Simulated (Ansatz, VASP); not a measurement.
Given: the input of a run of Ansatz 0.2.0 on As.

The input input.yaml:

```yaml
crystal:
  lattice:
    - [1.8619889297, 1.0750198097, 3.5140619945]
    - [-1.8619889297, 1.0750198097, 3.5140619945]
    - [0.0, -2.1500396196, 3.5140619945]
  atoms:
    - { symbol: As, position: [0.226, 0.226, 0.226] }
    - { symbol: As, position: [0.774, 0.774, 0.774] }
hamiltonian:
  xc: pbesol
  pseudopotentials: { kind: paw }
kpoints:
  mp_grid: { grid: [7, 7, 7] }
scf:
  occupations: { method: fermi_dirac, width: 0.05 }
output:
  forces: true
  stress: true
  eigenvalues: true
```

Potentials or basis: Ansatz PAW.

Launch:

```bash
$ ansatz run input.yaml --threads 2 --pin off --max-ram 5632MiB --backend cpu --events-out ev --progress --plain --runs-dir out
```

Set up the same calculation for VASP 6.6.1. Potentials there: VASP PAW PBE potentials, release 64 (As).

As run (the cutoff follows the program's own potentials):

File INCAR:

```
PREC = Accurate
ENCUT = 520
EDIFF = 1E-6
ISMEAR = -1
SIGMA = 0.05
LREAL = False
LASPH = True
NELM = 80
ALGO = Normal
ISIF = 2
LWAVE = False
LCHARG = False
GGA = PS
NBANDS = 12
```

Contents of KPOINTS:

```
Automatic mesh
0
Gamma
  7 7 7
```

The input POSCAR:

```
As
1.0
    1.8619889297      1.0750198097      3.5140619945
   -1.8619889297      1.0750198097      3.5140619945
    0.0000000000     -2.1500396196      3.5140619945
As
2
Direct
    0.2260000000      0.2260000000      0.2260000000
    0.7740000000      0.7740000000      0.7740000000
```

Potentials or basis: VASP PAW PBE potentials, release 64 (As).

Run with:

```sh
$ cat potpaw_PBE.64/As/POTCAR > POTCAR
$ mpirun -np 1 vasp_std > vasp.out
```

Both were run:

|  | VASP | Ansatz | Ansatz less VASP |
| --- | --- | --- | --- |
| gap on the k mesh at the Fermi level (eV) | none | none | - |
| pressure (GPa) | 2.5 | 2.0 | -0.48 |
| traceless stress, the component that is largest in VASP (GPa) | -1.37 | -1.23 | +0.139 |
| rms of the force components (eV/Å) | 0.302 | 0.258 | -0.0444 |

VASP's potentials were made for PBE, not for PBEsol. Atom by atom the forces differ by 0.044 eV/Å (rms over components). A gap of «none» marks a metal or a gap that the smearing closes. VASP's potentials hold 10 valence electrons a cell and Ansatz's 30, so a difference there can come from the potentials and not from the codes.
